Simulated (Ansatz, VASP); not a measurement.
## One calculation of Sr, two programs

File INCAR:

```
ALGO = Normal ; EDIFF = 1E-7
ENCUT = 520 ; GGA = PE
ISIF = 2 ; ISMEAR = -1
LASPH = True ; LCHARG = False
LREAL = False ; LWAVE = False
NBANDS = 17 ; NELM = 100
PREC = Accurate ; SIGMA = 0.08
```

The input KPOINTS:

```
k-points
0
Gamma
  11 11 11
```

The input POSCAR:

```
Sr
1.0
    0.0000000000      4.8091228212      4.8091228212
    4.8091228212      0.0000000000      4.8091228212
    4.8091228212      4.8091228212      0.0000000000
Sr
2
Direct
    0.0000000000      0.0000000000      0.0000000000
    0.2500000000      0.2500000000      0.2500000000
```

Input for Ansatz:

```yaml
crystal:
  lattice:
    - [0.0, 4.8091228212, 4.8091228212]
    - [4.8091228212, 0.0, 4.8091228212]
    - [4.8091228212, 4.8091228212, 0.0]
  atoms:
    - { symbol: Sr, position: [0.0, 0.0, 0.0] }
    - { symbol: Sr, position: [0.25, 0.25, 0.25] }
kpoints:
  mp_grid: { grid: [11, 11, 11] }
scf:
  occupations: { method: fermi_dirac, width: 0.08 }
hamiltonian:
  xc: pbe
  pseudopotentials:
    kind: all_electron
    lapw: { basis_error: 0.00025 }
    dirac_shells: { Sr: ["3p"] }
output:
  forces: true
  stress: true
  eigenvalues: true
```

Alike in both runs: task single point; functional PBE; k mesh 11 × 11 × 11; occupations fermi-dirac, width 0.08 eV; no spin polarisation.

|  | VASP | Ansatz |
| --- | --- | --- |
| version | VASP 6.6.1 | Ansatz 0.2.0 |
| potentials or method | VASP PAW PBE potentials, release 64 (Sr_sv), cutoff 520 eV | all-electron LAPW, scalar-relativistic |

```tsv
	VASP	Ansatz	Ansatz less VASP
pressure (GPa)	0.0	0.0	0.00
```

Ansatz ran all-electron here, and VASP with PAW potentials.
